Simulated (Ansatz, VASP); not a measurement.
**Pd2Pt: VASP beside Ansatz**

The input INCAR:

```
SYSTEM = Pd2Pt
  PREC = Accurate
  ENCUT = 600
  EDIFF = 1E-6
  ISMEAR = 0
  SIGMA = 0.1
  LREAL = .FALSE.
  LASPH = .TRUE.
  NELM = 80
  ALGO = Fast
  ISIF = 3
  LWAVE = .FALSE.
  LCHARG = .FALSE.
  GGA = PE
  IBRION = 2
  NSW = 90
  EDIFFG = -0.04
```

File KPOINTS:

```
Automatic mesh
0
G
  6 6 6
  0 0 0
```

POSCAR

```
Pd2Pt
1.0
    0.0000000000      2.9100617600      2.9100617600
    2.9100617600      0.0000000000      2.9100617600
    2.9100617600      2.9100617600      0.0000000000
Pd Pt
2 1
Direct
    0.2500000000      0.2500000000      0.2500000000
    0.7500000000      0.7500000000      0.7500000000
    0.0000000000      0.0000000000      0.0000000000
```

Input for Ansatz:

```yaml
crystal:
  lattice:
    - [0.0, 2.91006176, 2.91006176]
    - [2.91006176, 0.0, 2.91006176]
    - [2.91006176, 2.91006176, 0.0]
  atoms:
    - { symbol: Pd, position: [0.25, 0.25, 0.25] }
    - { symbol: Pd, position: [0.75, 0.75, 0.75] }
    - { symbol: Pt, position: [0.0, 0.0, 0.0] }
basis:
  ecutwfc: 420
kpoints:
  mp_grid: { grid: [6, 6, 6] }
hamiltonian:
  xc: pbe
scf:
  occupations: { method: gaussian, width: 0.1 }
  lower_state_search: "off"
output:
  forces: true
  stress: true
  eigenvalues: true
relax:
  adjacent_minimum: "off"
  f_tol: 0.04
  max_steps: 70
  cell: { stress_tol: 0.4 }
```

Change from the starting cell: species swapped into the Na2S type (Fm-3m, No. 225).

Alike in both runs: task relaxation of cell and atoms; functional PBE; k mesh 6 × 6 × 6; occupations gaussian, width 0.1 eV; no spin polarisation.

|  | VASP | Ansatz |
| --- | --- | --- |
| version | VASP 6.6.1 | Ansatz 0.2.0 |
| potentials or method | VASP PAW PBE potentials, release 64 (Pd, Pt), cutoff 600 eV | scalar-relativistic, plane waves, PAW |
| valence electrons in the cell | 30 | 54 |

Ansatz gave:

* gap on the k mesh at the Fermi level, each at its own relaxed structure (eV): none
* relaxed volume (Å³/atom): 18.60
* relaxed cell length with the largest relative difference (Å): 4.289

Estimate VASP's values.

gap on the k mesh at the Fermi level, each at its own relaxed structure (eV): none; relaxed volume (Å³/atom): 18.58; relaxed cell length with the largest relative difference (Å): 4.288.

A gap of «none» marks a metal or a gap that the smearing closes. VASP's potentials hold 30 valence electrons a cell and Ansatz's 54, so a difference there can come from the potentials and not from the codes.

Spin-orbit coupling is off throughout.
